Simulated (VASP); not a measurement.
# I (P3_121) in VASP: single point with PBE

Aim: the single point of I with PBE.

Everything below comes from runs of VASP 6.6.1. Logs are shortened: lines on timing, memory, paths and dates and some standing lists are left out, and cuts for length are marked.

## 1. The cell of the first run

The typed cell holds 3 atoms: a = 4.814 Å, b = 4.814 Å, c = 6.187 Å, α = 90.00°, β = 90.00°, γ = 120.00°.

## 2. Single point, PBE

Input file INCAR:

```
PREC = Accurate
ENCUT = 520
EDIFF = 1E-7
ISMEAR = 0
SIGMA = 0.1
LREAL = F
LASPH = T
NELM = 100
ALGO = Normal
ISIF = 2
LWAVE = F
LCHARG = F
GGA = PE
NBANDS = 18
```

Input file KPOINTS:

```
Automatic mesh
0
Gamma
  6 6 4
```

Input file POSCAR:

```
I
1.0
    4.8137202685      0.0000000001      0.0000000000
   -2.4068601343      4.1688040392      0.0000000000
    0.0000000000      0.0000000000      6.1873887729
I
3
Direct
    0.3336202166      0.0000000000      0.3333333333
    0.0000000000      0.3336202166      0.6666666667
    0.6663797834      0.6663797834      0.0000000000
```

Potentials or basis: VASP PAW PBE potentials, release 64 (I).

Command:

```console
$ cat potpaw_PBE.64/I/POTCAR > POTCAR
$ mpirun -np 1 vasp_std > vasp.out
```

OUTCAR:

```text
PREC = Accurate
   ENCUT = 520
   EDIFF = 1E-7
   ISMEAR = 0
   LREAL = F
   LASPH = T
   NELM = 100
   ISIF = 2
   GGA = PE

 ion  position               nearest neighbor table
   1  0.334  0.000  0.333-   3 3.46   3 3.46   2 3.46   2 3.46   3 3.46   2 3.46
   2  0.000  0.334  0.667-   3 3.46   3 3.46   1 3.46   1 3.46   3 3.46   1 3.46
   3  0.666  0.666  0.000-   1 3.46   2 3.46   1 3.46   2 3.46   2 3.46   1 3.46

  LATTYP: Found a hexagonal cell.
 ALAT       =     4.8137202685
 C/A-ratio  =     1.2853652534

  Lattice vectors:

 A1 = (   4.8137202685,   0.0000000001,   0.0000000000)
 A2 = (  -2.4068601343,   4.1688040392,   0.0000000000)
 A3 = (   0.0000000000,   0.0000000000,   6.1873887729)

Analysis of symmetry for initial positions (statically):
=====================================================================
 Subroutine PRICEL returns:
 Original cell was already a primitive cell.

 Routine SETGRP: Setting up the symmetry group for a
 hexagonal supercell.

 Subroutine GETGRP returns: Found  6 space group operations
 (whereof  2 operations were pure point group operations)
 out of a pool of 24 trial point group operations.

The static configuration has the point symmetry C_2 .
 The point group associated with its full space group is D_3 .

Analysis of symmetry for dynamics (positions and initial velocities):
=====================================================================
 Subroutine PRICEL returns:
 Original cell was already a primitive cell.

 Routine SETGRP: Setting up the symmetry group for a
 hexagonal supercell.

 Subroutine GETGRP returns: Found  6 space group operations
 (whereof  2 operations were pure point group operations)
 out of a pool of 24 trial point group operations.

The dynamic configuration has the point symmetry C_2 .
 The point group associated with its full space group is D_3 .

 Subroutine INISYM returns: Found  6 space group operations
 (whereof  2 operations are pure point group operations),
 and found     1 'primitive' translations

----------------------------------------------------------------------------------------

                                     Primitive cell

  volume of cell :     124.1652

  direct lattice vectors                    reciprocal lattice vectors
     4.813720269  0.000000000  0.000000000     0.207739533  0.119938475  0.000000000
    -2.406860134  4.168804039  0.000000000    -0.000000000  0.239876950  0.000000000
     0.000000000  0.000000000  6.187388773     0.000000000  0.000000000  0.161619067

  length of vectors
     4.813720269  4.813720268  6.187388773     0.239876950  0.239876950  0.161619067

  position of ions in fractional coordinates (direct lattice)
     0.333620217  0.000000000  0.333333333
     0.000000000  0.333620217  0.666666667
     0.666379783  0.666379783  0.000000000

  ion indices of the primitive-cell ions
   primitive index   ion index
                 1           1
                 2           2
                 3           3

----------------------------------------------------------------------------------------

 KPOINTS: Automatic mesh

Automatic generation of k-mesh.
 Grid dimensions read from file:
 generate k-points for:    6    6    4

 Generating k-lattice:

  Cartesian coordinates                     Fractional coordinates (reciprocal lattice)
     0.034623255  0.019989746  0.000000000     0.166666667  0.000000000  0.000000000
    -0.000000000  0.039979492  0.000000000     0.000000000  0.166666667  0.000000000
     0.000000000  0.000000000  0.040404767     0.000000000  0.000000000  0.250000000

  Length of vectors
     0.039979492  0.039979492  0.040404767

  Shift w.r.t. Gamma in fractional coordinates (k-lattice)
     0.000000000  0.000000000  0.000000000

 Subroutine IBZKPT returns following result:
 ===========================================

 Found     24 irreducible k-points:

 Following reciprocal coordinates:
            Coordinates               Weight
  0.000000  0.000000  0.000000      1.000000
  0.166667  0.000000  0.000000      6.000000
  0.333333 -0.000000  0.000000      6.000000
  0.500000  0.000000  0.000000      3.000000
  0.166667  0.166667  0.000000      6.000000
  0.333333  0.166667  0.000000     12.000000
[... 16 lines left out ...]
  0.333333  0.166667  0.500000     12.000000
  0.333333  0.333333  0.500000      2.000000
   k-points           NKPTS =     24   k-points in BZ     NKDIM =     24   number of bands    NBANDS=     18
   number of dos      NEDOS =    301   number of ions     NIONS =      3
   total plane-waves  NPLWV =  62208
   dimension x,y,z NGX =    36 NGY =   36 NGZ =   48
   dimension x,y,z NGXF=    72 NGYF=   72 NGZF=   96
   ions per type =               3
   NGX,Y,Z   is equivalent  to a cutoff of  12.43, 12.43, 12.90 a.u.
   NGXF,Y,Z  is equivalent  to a cutoff of  24.87, 24.87, 25.79 a.u.
 SYSTEM =  unknown system
   PREC   = accura    normal or accurate (medium, high low for compatibility)
   ISTART =      0    job   : 0-new  1-cont  2-samecut
   ICHARG =      2    charge: 1-file 2-atom 10-const
   ISPIN  =      1    spin polarized calculation?
   LNONCOLLINEAR =      F non collinear calculations
   LSORBIT =      F    spin-orbit coupling
   LASPH  =      T    aspherical Exc in radial PAW
   ENCUT  =  520.0 eV  38.22 Ry    6.18 a.u.   8.95  8.95 11.50*2*pi/ulx,y,z
   NELM   =    100;   NELMIN=  2; NELMDL= -5     # of ELM steps
   EDIFF  = 0.1E-06   stopping-criterion for ELM
   LREAL  =      F    real-space projection
   EDIFFG = 0.1E-05   stopping-criterion for IOM
   NSW    =      0    number of steps for IOM
   IBRION =     -1    ionic relax: 0-MD 1-quasi-New 2-CG
   NFREE  =      0    steps in history (QN), initial steepest desc. (CG)
   ISIF   =      2    stress and relaxation
   ISYM   =      2    0-nonsym 1-usesym 2-fastsym
   POTIM  = 0.5000    time-step for ionic-motion
   TEBEG  =    0.0;   TEEND  =   0.0 temperature during run
   PSTRESS=    0.0 pullay stress
   NELECT =      21.0000    total number of electrons
   NUPDOWN=      -1.0000    fix difference up-down
   EMIN   =  10.00;   EMAX   =-10.00  energy-range for DOS
   EFERMI =   0.00;   METHOD = LEGACY
   ISMEAR =     0;   SIGMA  =   0.10  broadening in eV -4-tet -1-fermi 0-gaus
   EFERMI_NEDOS =   21; number of points for ismear=-14 and -15
   IALGO  =     38    algorithm
   IMIX   =      4    mixing-type and parameters
     AMIX     =   0.40;   BMIX     =  1.00
     AMIX_MAG =   1.60;   BMIX_MAG =  1.00
  volume/ion in A,a.u.               =      41.39       279.30
  Fermi-wavevector in a.u.,A,eV,Ry     =   0.905346  1.710856 11.152039  0.819652
  Thomas-Fermi vector in A             =   2.028903
   LORBIT       =      0    0 simple, 1 ext, 2 COOP (PROOUT), +10 PAW based schemes
   GGA     = PE    functional components
   LHFCALC =     F    Hartree Fock is set to
   AEXX    =    0.0000 exact exchange contribution
   IVDW    =     0    specifies the selected vdW correction
   LEPSILON=     F    determine dielectric tensor
   LRPA    =     F    only Hartree local field effects (RPA)
 non-spin polarized calculation
 Gauss-broadening in eV      SIGMA  =   0.10
  energy-cutoff  :      520.00
  volume of cell :      124.17
 maximum number of plane-waves:      3366
   NGX = 17   NGY = 17   NGZ = 23

 number of electron      20.9999999 magnetization

 Free energy of the ion-electron system (eV)
  ---------------------------------------------------
  ext. energy  EPLUGINS =         0.00000000
  ---------------------------------------------------
  free energy    TOTEN  =        -3.61082994 eV

  energy without entropy =       -3.59223431  energy(sigma->0) =       -3.60153212

 E-fermi :   3.2641     XC(G=0):  -8.1817

 val. band max:        3.2450232157   @ k =  -0.0000   0.1667   0.2500
 cond. band min:       3.2914142416   @ k =   0.5000   0.0000   0.2500
 fundamental gap:      0.0463910259
 Fermi energy:         3.2641151558

 k-point     1 :       0.0000    0.0000    0.0000
  band No.  band energies     occupation
      1     -10.2143      2.00000
      2      -8.5158      2.00000
      3      -8.5158      2.00000
      4       0.6557      2.00000
      5       0.6557      2.00000
      6       0.8635      2.00000
[... 10 lines left out ...]
     17       9.8567      0.00000
     18      10.3665      0.00000

 k-point     2 :       0.1667    0.0000    0.0000
  band No.  band energies     occupation
      1     -10.0897      2.00000
      2      -8.5803      2.00000
      3      -8.5436      2.00000
      4      -0.2620      2.00000
      5       0.0881      2.00000
      6       0.2684      2.00000
[... 10 lines left out ...]
     17      10.2852      0.00000
     18      10.8375      0.00000

 k-point     3 :       0.3333   -0.0000    0.0000
  band No.  band energies     occupation
      1      -9.7449      2.00000
      2      -8.8365      2.00000
      3      -8.5803      2.00000
      4      -0.6029      2.00000
      5      -0.3478      2.00000
      6      -0.1563      2.00000
[... 10 lines left out ...]
     17      11.4043      0.00000
     18      12.6392      0.00000

 k-point     4 :       0.5000    0.0000    0.0000
  band No.  band energies     occupation
      1      -9.2759      2.00000
      2      -9.2726      2.00000
      3      -8.5944      2.00000
      4      -0.5014      2.00000
      5      -0.3080      2.00000
      6      -0.1557      2.00000
[... 10 lines left out ...]
     17      12.2151      0.00000
     18      12.5653      0.00000

 k-point     5 :       0.1667    0.1667    0.0000
  band No.  band energies     occupation
      1      -9.8546      2.00000
      2      -8.6603      2.00000
      3      -8.6594      2.00000
      4      -0.5045      2.00000
      5      -0.5037      2.00000
      6       0.6181      2.00000
[... 10 lines left out ...]
     17      11.6541      0.00000
     18      11.6573      0.00000

 k-point     6 :       0.3333    0.1667    0.0000
  band No.  band energies     occupation
      1      -9.4452      2.00000
      2      -8.9905      2.00000
      3      -8.7130      2.00000
      4      -0.4444      2.00000
      5      -0.4083      2.00000
      6      -0.0320      2.00000
[... 10 lines left out ...]
     17      12.1758      0.00000
     18      12.4613      0.00000

 k-point     7 :       0.3333    0.3333    0.0000
  band No.  band energies     occupation
      1      -9.0508      2.00000
      2      -9.0508      2.00000
      3      -9.0468      2.00000
      4       0.1226      2.00000
      5       0.1226      2.00000
      6       0.1233      2.00000
[... 10 lines left out ...]
     17      11.5574      0.00000
     18      11.5574      0.00000

 k-point     8 :       0.0000    0.0000    0.2500
  band No.  band energies     occupation
      1     -10.0807      2.00000
      2      -9.1384      2.00000
      3      -8.0103      2.00000
      4       0.3285      2.00000
      5       0.5870      2.00000
      6       0.5870      2.00000
[... 10 lines left out ...]
     17      10.3674      0.00000
     18      10.5455      0.00000
[... 229 lines left out ...]
     17      10.6281      0.00000
     18      11.3739      0.00000

 k-point    20 :       0.3333   -0.0000    0.5000
  band No.  band energies     occupation
      1      -9.4709      2.00000
      2      -9.3189      2.00000
      3      -8.3839      2.00000
      4      -0.8736      2.00000
      5       0.2056      2.00000
      6       0.3743      2.00000
[... 10 lines left out ...]
     17      10.8504      0.00000
     18      11.1564      0.00000

 k-point    21 :       0.5000    0.0000    0.5000
  band No.  band energies     occupation
      1      -9.3916      2.00000
      2      -8.8820      2.00000
      3      -8.8787      2.00000
      4      -1.3216      2.00000
      5       0.2709      2.00000
      6       0.2721      2.00000
[... 10 lines left out ...]
     17      11.9332      0.00000
     18      11.9348      0.00000

 k-point    22 :       0.1667    0.1667    0.5000
  band No.  band energies     occupation
      1      -9.4626      2.00000
      2      -9.4619      2.00000
      3      -8.2566      2.00000
      4      -0.2546      2.00000
      5      -0.2538      2.00000
      6      -0.0704      2.00000
[... 10 lines left out ...]
     17      10.7237      0.00000
     18      11.1409      0.00000

 k-point    23 :       0.3333    0.1667    0.5000
  band No.  band energies     occupation
      1      -9.3222      2.00000
      2      -9.1309      2.00000
      3      -8.6921      2.00000
      4      -1.1054      2.00000
      5      -0.5025      2.00000
      6      -0.4083      2.00000
[... 10 lines left out ...]
     17      11.5278      0.00000
     18      11.9580      0.00000

 k-point    24 :       0.3333    0.3333    0.5000
  band No.  band energies     occupation
      1      -9.0435      2.00000
      2      -9.0400      2.00000
      3      -9.0400      2.00000
      4      -0.9280      2.00000
      5      -0.9269      2.00000
      6      -0.9269      2.00000
[... 10 lines left out ...]
     17      11.3010      0.00000
     18      11.3032      0.00000

------------------------ aborting loop because EDIFF is reached ----------------------------------------

  FORCE on cell =-STRESS in cart. coord.  units (eV):
  Direction    XX          YY          ZZ          XY          YZ          ZX
  --------------------------------------------------------------------------------------
  -------------------------------------------------------------------------------------
  Total        0.0070877      0.0070877     -0.0561568      0.0000000      0.0000000      0.0000000
  in kB        0.0914564      0.0914564     -0.7246251      0.0000000      0.0000000      0.0000000
  external PRESSURE =      -0.1805708 kB  Pullay stress =       0.0000000 kB

 VOLUME and BASIS-vectors are now :
 -----------------------------------------------------------------------------
  energy-cutoff  :      520.00
  volume of cell :      124.17
      direct lattice vectors                 reciprocal lattice vectors
     4.813720269  0.000000000  0.000000000     0.207739533  0.119938475  0.000000000
    -2.406860134  4.168804039  0.000000000    -0.000000000  0.239876950  0.000000000
     0.000000000  0.000000000  6.187388773     0.000000000  0.000000000  0.161619067

 POSITION                                       TOTAL-FORCE (eV/Angst)
 -----------------------------------------------------------------------------------
      1.60595      0.00000      2.06246        -0.003802     -0.000000      0.000000
     -0.80298      1.39080      4.12493         0.001901     -0.003292     -0.000000
      1.60388      2.77801      0.00000         0.001901      0.003292     -0.000000
 -----------------------------------------------------------------------------------
    total drift:                                0.000000     -0.000000      0.000000

  FREE ENERGIE OF THE ION-ELECTRON SYSTEM (eV)
  ---------------------------------------------------
  free  energy   TOTEN  =        -3.6108299364 eV

  energy  without entropy=       -3.5922343123  energy(sigma->0) =       -3.60153212
```

Wall time 36 s (1 thread of Intel Xeon Platinum 8259CL at 2.50GHz (Skylake/Cascade Lake), shared host); peak memory 0.24 GiB.

Results:

```yaml
Free_energy: -3.6108 eV
Pressure: 0.0 GPa
Largest_force: 0.004 eV/Å
```

Forces in eV/Å, atoms in the order of the input:
```
I   -0.004  0.000  0.000
I    0.002 -0.003  0.000
I    0.002  0.003  0.000
```

Caveat: spin-orbit coupling is left out, which moves the levels of the heavy elements; an odd number of electrons without spin polarisation forces a metal; a magnetic or distorted state may lie lower.
